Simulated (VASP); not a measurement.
Write the native input for VASP 6.6.1 that does the following.

* Task: single point
* Functional: PBEsol
* Potentials or basis: VASP PAW PBE potentials, release 64 (Si, Ge_d)
* Cutoff: 520 eV
* k mesh: 12 × 12 × 6
* Occupations: gaussian, width 0.03 eV
* Spin: no spin polarisation
* Dipole correction: no
* Further INCAR settings: ALGO = Normal; EDIFF = 1e-06; NBANDS = 26

The structure of SiGe lies in POSCAR:

```
SiGe
1.0
    4.2126446429      0.0000000000      0.0000000000
   -2.1063223214      3.6482572779      0.0000000000
    0.0000000000      0.0000000000      6.9588642111
Si Ge
2 2
Direct
    0.6666666667      0.3333333333      0.8745463420
    0.3333333333      0.6666666667      0.3745463420
    0.6666666667      0.3333333333      0.5004526580
    0.3333333333      0.6666666667      0.0004526580
```

This cell differs from its parent crystal: strain +0.080 along x and y, +0.080 along z.

These files were run (other wordings do the same):

INCAR

```
ALGO = Normal ; EDIFF = 1E-6
ENCUT = 520 ; GGA = PS
ISIF = 2 ; ISMEAR = 0
LASPH = True ; LCHARG = False
LREAL = False ; LWAVE = False
NBANDS = 26 ; NELM = 80
PREC = Accurate ; SIGMA = 0.03
```

KPOINTS

```
k-points
0
Gamma
  12 12 6
```

Potentials or basis: VASP PAW PBE potentials, release 64 (Si, Ge_d).

The run is started by

```console
$ cat potpaw_PBE.64/Si/POTCAR potpaw_PBE.64/Ge_d/POTCAR > POTCAR
$ mpirun -np 1 vasp_std > vasp.out
```

Results of the run:

The pressure is -10.9 GPa. The largest force is 0.062 eV/Å and the band gap on the k mesh is 0.03 eV, indirect (least direct gap 0.04 eV).

Caveat: the cell differs from its parent crystal (strain +0.080 along x and y, +0.080 along z); the PAW data sets were made with another functional, which shifts forces and pressure a little.

It took 2.3 min on 1 thread of Intel Xeon 6975P-C, on a shared host, peak memory 0.33 GiB.
